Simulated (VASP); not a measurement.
# Cu (Fm-3m) in VASP: a series of runs

Runs on Cu. Level: PBE+D3(BJ). Tasks: single point.

Program: VASP 6.6.1. These are calculated values, not measurements. Logs are shortened: lines on timing, memory, paths and dates and some standing lists are left out, and cuts for length are marked.

**1. The cell of the first run**

Symmetry: Fm-3m, No. 225, cubic system. The conventional cell has a = 3.570 Å, b = 3.570 Å, c = 3.570 Å, α = 90.00°, β = 90.00°, γ = 90.00°. Within 3.3 Å of Cu (site symmetry m-3m) lie 12 Cu at 2.52 Å.

**2. Single point, PBE+D3(BJ)**

The input, INCAR:

```
SYSTEM = Cu
PREC     = Accurate       ! precision mode
ENCUT    = 600            ! plane-wave cutoff, eV
EDIFF    = 1E-6           ! SCF threshold, eV
ISMEAR   = 0              ! smearing method
SIGMA    = 0.1            ! smearing width, eV
LREAL    = .FALSE.        ! projectors in reciprocal space
LASPH    = .TRUE.         ! aspherical terms in the spheres
NELM     = 120            ! most SCF steps
ALGO     = Normal         ! electronic algorithm
ISIF     = 2              ! what is computed and relaxed
LWAVE    = .FALSE.        ! write WAVECAR
LCHARG   = .FALSE.        ! write CHGCAR
GGA      = PE             ! functional
IVDW     = 12             ! dispersion correction
NBANDS   = 12             ! bands
GGA_COMPAT= .FALSE.
```

The input, KPOINTS:

```
regular mesh
0
G
  8 8 8
  0 0 0
```

The input, POSCAR:

```
Cu
1.0
    0.0000000000      1.7850000000      1.7850000000
    1.7850000000      0.0000000000      1.7850000000
    1.7850000000      1.7850000000      0.0000000000
Cu
1
Direct
    0.0000000000      0.0000000000      0.0000000000
```

Potentials or basis: VASP PAW PBE potentials, release 64 (Cu).

On the command line:

```
$ cat potpaw_PBE.64/Cu/POTCAR > POTCAR
$ mpirun -np 1 vasp_std > vasp.out
```

OUTCAR:

```text
SYSTEM = Cu
   PREC = Accurate
   ENCUT = 600
   EDIFF = 1E-6
   ISMEAR = 0
   LREAL = .FALSE.
   LASPH = .TRUE.
   NELM = 120
   ISIF = 2
   GGA = PE
   IVDW = 12
 IVDW          = 12

 ion  position               nearest neighbor table
   1  0.000  0.000  0.000-

  LATTYP: Found a face centered cubic cell.
 ALAT       =     3.5700000000

  Lattice vectors:

 A1 = (   0.0000000000,   1.7850000000,   1.7850000000)
 A2 = (   1.7850000000,   0.0000000000,   1.7850000000)
 A3 = (   1.7850000000,   1.7850000000,   0.0000000000)

Analysis of symmetry for initial positions (statically):
=====================================================================
 Subroutine PRICEL returns:
 Original cell was already a primitive cell.

 Routine SETGRP: Setting up the symmetry group for a
 face centered cubic supercell.

 Subroutine GETGRP returns: Found 48 space group operations
 (whereof 48 operations were pure point group operations)
 out of a pool of 48 trial point group operations.

The static configuration has the point symmetry O_h .

Analysis of symmetry for dynamics (positions and initial velocities):
=====================================================================
 Subroutine PRICEL returns:
 Original cell was already a primitive cell.

 Routine SETGRP: Setting up the symmetry group for a
 face centered cubic supercell.

 Subroutine GETGRP returns: Found 48 space group operations
 (whereof 48 operations were pure point group operations)
 out of a pool of 48 trial point group operations.

The dynamic configuration has the point symmetry O_h .

 Subroutine INISYM returns: Found 48 space group operations
 (whereof 48 operations are pure point group operations),
 and found     1 'primitive' translations

----------------------------------------------------------------------------------------

                                     Primitive cell

  volume of cell :      11.3748

  direct lattice vectors                    reciprocal lattice vectors
     0.000000000  1.785000000  1.785000000    -0.280112045  0.280112045  0.280112045
     1.785000000  0.000000000  1.785000000     0.280112045 -0.280112045  0.280112045
     1.785000000  1.785000000  0.000000000     0.280112045  0.280112045 -0.280112045

  length of vectors
     2.524371209  2.524371209  2.524371209     0.485168293  0.485168293  0.485168293

  position of ions in fractional coordinates (direct lattice)
     0.000000000  0.000000000  0.000000000

  ion indices of the primitive-cell ions
   primitive index   ion index
                 1           1

----------------------------------------------------------------------------------------

 KPOINTS: regular mesh

Automatic generation of k-mesh.
 Grid dimensions read from file:
 generate k-points for:    8    8    8

 Generating k-lattice:

  Cartesian coordinates                     Fractional coordinates (reciprocal lattice)
    -0.035014006  0.035014006  0.035014006     0.125000000  0.000000000  0.000000000
     0.035014006 -0.035014006  0.035014006     0.000000000  0.125000000  0.000000000
     0.035014006  0.035014006 -0.035014006     0.000000000  0.000000000  0.125000000

  Length of vectors
     0.060646037  0.060646037  0.060646037

  Shift w.r.t. Gamma in fractional coordinates (k-lattice)
     0.000000000  0.000000000  0.000000000

 Subroutine IBZKPT returns following result:
 ===========================================

 Found     29 irreducible k-points:

 Following reciprocal coordinates:
            Coordinates               Weight
  0.000000  0.000000  0.000000      1.000000
  0.125000  0.000000  0.000000      8.000000
  0.250000  0.000000  0.000000      8.000000
  0.375000  0.000000  0.000000      8.000000
  0.500000  0.000000  0.000000      4.000000
  0.125000  0.125000  0.000000      6.000000
[... 16 lines left out ...]
  0.500000  0.250000  0.125000     48.000000
 -0.375000  0.250000  0.125000     24.000000
 [... further k-points ...]
   k-points           NKPTS =     29   k-points in BZ     NKDIM =     29   number of bands    NBANDS=     12
   number of dos      NEDOS =    301   number of ions     NIONS =      1
   total plane-waves  NPLWV =   8000
   dimension x,y,z NGX =    20 NGY =   20 NGZ =   20
   dimension x,y,z NGXF=    40 NGYF=   40 NGZF=   40
   ions per type =               1
   NGX,Y,Z   is equivalent  to a cutoff of  13.17, 13.17, 13.17 a.u.
   NGXF,Y,Z  is equivalent  to a cutoff of  26.34, 26.34, 26.34 a.u.
 SYSTEM =  Cu
   PREC   = accura    normal or accurate (medium, high low for compatibility)
   ISTART =      0    job   : 0-new  1-cont  2-samecut
   ICHARG =      2    charge: 1-file 2-atom 10-const
   ISPIN  =      1    spin polarized calculation?
   LNONCOLLINEAR =      F non collinear calculations
   LSORBIT =      F    spin-orbit coupling
   LASPH  =      T    aspherical Exc in radial PAW
   ENCUT  =  600.0 eV  44.10 Ry    6.64 a.u.   5.04  5.04  5.04*2*pi/ulx,y,z
   NELM   =    120;   NELMIN=  2; NELMDL= -5     # of ELM steps
   EDIFF  = 0.1E-05   stopping-criterion for ELM
   LREAL  =      F    real-space projection
   EDIFFG = 0.1E-04   stopping-criterion for IOM
   NSW    =      0    number of steps for IOM
   IBRION =     -1    ionic relax: 0-MD 1-quasi-New 2-CG
   NFREE  =      0    steps in history (QN), initial steepest desc. (CG)
   ISIF   =      2    stress and relaxation
   ISYM   =      2    0-nonsym 1-usesym 2-fastsym
   POTIM  = 0.5000    time-step for ionic-motion
   TEBEG  =    0.0;   TEEND  =   0.0 temperature during run
   PSTRESS=    0.0 pullay stress
   NELECT =      11.0000    total number of electrons
   NUPDOWN=      -1.0000    fix difference up-down
   EMIN   =  10.00;   EMAX   =-10.00  energy-range for DOS
   EFERMI =   0.00;   METHOD = LEGACY
   ISMEAR =     0;   SIGMA  =   0.10  broadening in eV -4-tet -1-fermi 0-gaus
   EFERMI_NEDOS =   21; number of points for ismear=-14 and -15
   IALGO  =     38    algorithm
   IMIX   =      4    mixing-type and parameters
     AMIX     =   0.40;   BMIX     =  1.00
     AMIX_MAG =   1.60;   BMIX_MAG =  1.00
  volume/ion in A,a.u.               =      11.37        76.76
  Fermi-wavevector in a.u.,A,eV,Ry     =   1.618915  3.059307 35.659337  2.620887
  Thomas-Fermi vector in A             =   2.713101
   LORBIT       =      0    0 simple, 1 ext, 2 COOP (PROOUT), +10 PAW based schemes
   GGA     = PE    functional components
   LHFCALC =     F    Hartree Fock is set to
   AEXX    =    0.0000 exact exchange contribution
   IVDW    =    12    specifies the selected vdW correction
   LEPSILON=     F    determine dielectric tensor
   LRPA    =     F    only Hartree local field effects (RPA)
 non-spin polarized calculation
 Gauss-broadening in eV      SIGMA  =   0.10
  energy-cutoff  :      600.00
  volume of cell :       11.37
 maximum number of plane-waves:       392
   NGX =  9   NGY =  9   NGZ =  9

 number of electron      11.0000013 magnetization

 Free energy of the ion-electron system (eV)
  ---------------------------------------------------
  ext. energy  EPLUGINS =         0.00000000
  ---------------------------------------------------
  free energy    TOTEN  =        -3.67930653 eV

  energy without entropy =       -3.67604858  energy(sigma->0) =       -3.67767756

 E-fermi :   8.0088     XC(G=0): -12.9442

 val. band max:        7.9355180892   @ k =   0.5000   0.2500   0.1250
 cond. band min:       8.1765679323   @ k =   0.5000   0.1250   0.0000
 fundamental gap:      0.2410498431
 Fermi energy:         8.0087720729

 k-point     1 :       0.0000    0.0000    0.0000
  band No.  band energies     occupation
      1      -1.5797      2.00000
      2       4.9283      2.00000
      3       4.9283      2.00000
      4       4.9283      2.00000
      5       5.8007      2.00000
      6       5.8007      2.00000
      7      30.9554      0.00000
      8      33.8952      0.00000
      9      33.8952      0.00000
     10      33.8952      0.00000
     11      36.4262      0.00000
     12      36.4262      0.00000

 k-point     2 :       0.1250    0.0000    0.0000
  band No.  band energies     occupation
      1      -1.0012      2.00000
      2       4.8108      2.00000
      3       5.0270      2.00000
      4       5.0270      2.00000
      5       5.7694      2.00000
      6       5.7694      2.00000
      7      27.2866      0.00000
      8      31.6727      0.00000
      9      32.6863      0.00000
     10      32.6863      0.00000
     11      38.2673      0.00000
     12      38.3119      0.00000

 k-point     3 :       0.2500    0.0000    0.0000
  band No.  band energies     occupation
      1       0.5953      2.00000
      2       4.6556      2.00000
      3       5.0927      2.00000
      4       5.0927      2.00000
      5       5.8873      2.00000
      6       5.8873      2.00000
      7      20.8303      0.00000
      8      30.8774      0.00000
      9      31.4661      0.00000
     10      31.4661      0.00000
     11      37.1843      0.00000
     12      37.1843      0.00000

 k-point     4 :       0.3750    0.0000    0.0000
  band No.  band energies     occupation
      1       2.3292      2.00000
      2       4.9650      2.00000
      3       4.9650      2.00000
      4       5.3400      2.00000
      5       6.2302      2.00000
      6       6.2302      2.00000
      7      15.1794      0.00000
      8      29.8667      0.00000
      9      30.8624      0.00000
     10      30.8624      0.00000
     11      34.6571      0.00000
     12      34.6571      0.00000

 k-point     5 :       0.5000    0.0000    0.0000
  band No.  band energies     occupation
      1       2.7767      2.00000
      2       4.8916      2.00000
      3       4.8916      2.00000
      4       6.4029      2.00000
      5       6.4029      2.00000
      6       6.9477      2.00000
      7      12.0181      0.00000
      8      29.4291      0.00000
      9      30.7253      0.00000
     10      30.7253      0.00000
     11      33.6860      0.00000
     12      33.6860      0.00000
[... 228 lines left out ...]
      1       2.9632      2.00000
      2       3.4493      2.00000
      3       6.3835      2.00000
      4       6.5546      2.00000
      5       6.5546      2.00000
      6       9.5324      0.00000
      7      15.4470      0.00000
      8      21.4388      0.00000
      9      21.4388      0.00000
     10      26.0315      0.00000
     11      28.9535      0.00000
     12      50.9199      0.00000

 k-point    22 :       0.3750    0.2500    0.1250
  band No.  band energies     occupation
      1       1.8521      2.00000
      2       4.2494      2.00000
      3       4.9167      2.00000
      4       5.6367      2.00000
      5       5.6789      2.00000
      6       6.5272      2.00000
      7      21.6998      0.00000
      8      22.4100      0.00000
      9      27.7719      0.00000
     10      32.3390      0.00000
     11      34.5179      0.00000
     12      39.0851      0.00000

 k-point    23 :       0.5000    0.2500    0.1250
  band No.  band energies     occupation
      1       3.2554      2.00000
      2       4.3016      2.00000
      3       4.6356      2.00000
      4       5.5058      2.00000
      5       6.1568      2.00000
      6       7.9355      1.69978
      7      16.2929      0.00000
      8      21.8597      0.00000
      9      24.8489      0.00000
     10      32.4732      0.00000
     11      36.0817      0.00000
     12      40.0279      0.00000

 k-point    24 :      -0.3750    0.2500    0.1250
  band No.  band energies     occupation
      1       3.5720      2.00000
      2       4.2904      2.00000
      3       4.8490      2.00000
      4       5.3979      2.00000
      5       6.3439      2.00000
      6      10.2038      0.00000
      7      12.5083      0.00000
      8      22.5445      0.00000
      9      23.0625      0.00000
     10      32.1598      0.00000
     11      35.9732      0.00000
     12      43.5121      0.00000

 [... further k-points ...]

------------------------ aborting loop because EDIFF is reached ----------------------------------------

 Edisp (eV)   -0.60622

 E8    (eV) :    -0.2600

  FORCE on cell =-STRESS in cart. coord.  units (eV):
  Direction    XX          YY          ZZ          XY          YZ          ZX
  --------------------------------------------------------------------------------------
  -------------------------------------------------------------------------------------
  Total       0.04381     0.04381     0.04381    -0.00000     0.00000     0.00000
  in kB       6.17085     6.17085     6.17085    -0.00000     0.00000     0.00000
  external pressure =        6.17 kB  Pullay stress =        0.00 kB

 VOLUME and BASIS-vectors are now :
 -----------------------------------------------------------------------------
  energy-cutoff  :      600.00
  volume of cell :       11.37
      direct lattice vectors                 reciprocal lattice vectors
     0.000000000  1.785000000  1.785000000    -0.280112045  0.280112045  0.280112045
     1.785000000  0.000000000  1.785000000     0.280112045 -0.280112045  0.280112045
     1.785000000  1.785000000  0.000000000     0.280112045  0.280112045 -0.280112045

 POSITION                                       TOTAL-FORCE (eV/Angst)
 -----------------------------------------------------------------------------------
      0.00000      0.00000      0.00000        -0.000000     -0.000000      0.000000
 -----------------------------------------------------------------------------------
    total drift:                                0.000000      0.000000      0.000000

  FREE ENERGIE OF THE ION-ELECTRON SYSTEM (eV)
  ---------------------------------------------------
  free  energy   TOTEN  =        -4.2855268250 eV

  energy  without entropy=       -4.2822688802  energy(sigma->0) =       -4.28389785
```

Run time: 2.5 s. Hardware: 1 thread of Intel Xeon 6975P-C (Granite Rapids), shared host; peak memory 0.13 GiB.

Results:

```
Free energy                : -4.2855 eV
Pressure                   : 0.6 GPa
Dispersion energy per atom : -0.606 eV
```

Levels at points of the mesh, in eV from the Fermi level:
```csv
k point,band 2,band 3,band 4,band 5,band 6,band 7,band 8,band 9,band 10,band 11
"(0.00, 0.00, 0.00)",-3.08,-3.08,-3.08,-2.21,-2.21,22.95,25.89,25.89,25.89,28.42
"(0.50, 0.00, 0.00)",-3.12,-3.12,-1.61,-1.61,-1.06,4.01,21.42,22.72,22.72,25.68
"(0.50, 0.50, 0.00)",-4.56,-1.63,-1.45,-1.45,1.52,7.44,13.43,13.43,18.02,20.94
```

Caveat: the k points lie up to 0.38 Å⁻¹ apart; pairwise dispersion overbinds metals, which lowers pressure and volume.

(Part 1 of 2 ends here.)
